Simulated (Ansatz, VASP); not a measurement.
# One calculation of TiO2, two programs

```xyz
6
Lattice="-1.8849 1.8849 4.7759 1.8849 -1.8849 4.7759 1.8849 1.8849 -4.7759" Properties=species:S:1:pos:R:3 pbc="T T T"
Ti    0.0000    0.0000    0.0000
Ti    0.0000    1.8849    2.3879
O     0.0000    0.0000    1.9823
O     0.0000    1.8849    4.3702
O     0.0000    1.8849    0.4057
O     0.0000    0.0000    7.5695
```

Alike in both runs: functional PBEsol; k mesh 12 × 12 × 12; occupations fermi-dirac, width 0.1 eV; no spin polarisation.

Ansatz relaxed the structure, and its values are those at the end. VASP's run is a single point on that final structure, the one shown.

|  | VASP | Ansatz |
| --- | --- | --- |
| version | VASP 6.6.1 | Ansatz 0.2.0 |
| potentials or method | VASP PAW PBE potentials, release 64 (Ti_sv, O) | PAW with Ansatz's default frozen-core files, scalar-relativistic |
| plane-wave cutoff (eV) | 520 | 420 |
| valence electrons in the cell | 48 | 48 |

```tsv
	VASP	Ansatz	Ansatz less VASP
pressure (GPa)	0.7	0.0	-0.72
rms of the force components (eV/Å)	0.009	0.000	-0.0094
```

VASP's potentials were made for PBE, not for PBEsol. The functional is the same, so the differences come from potentials, cutoffs and numerics.
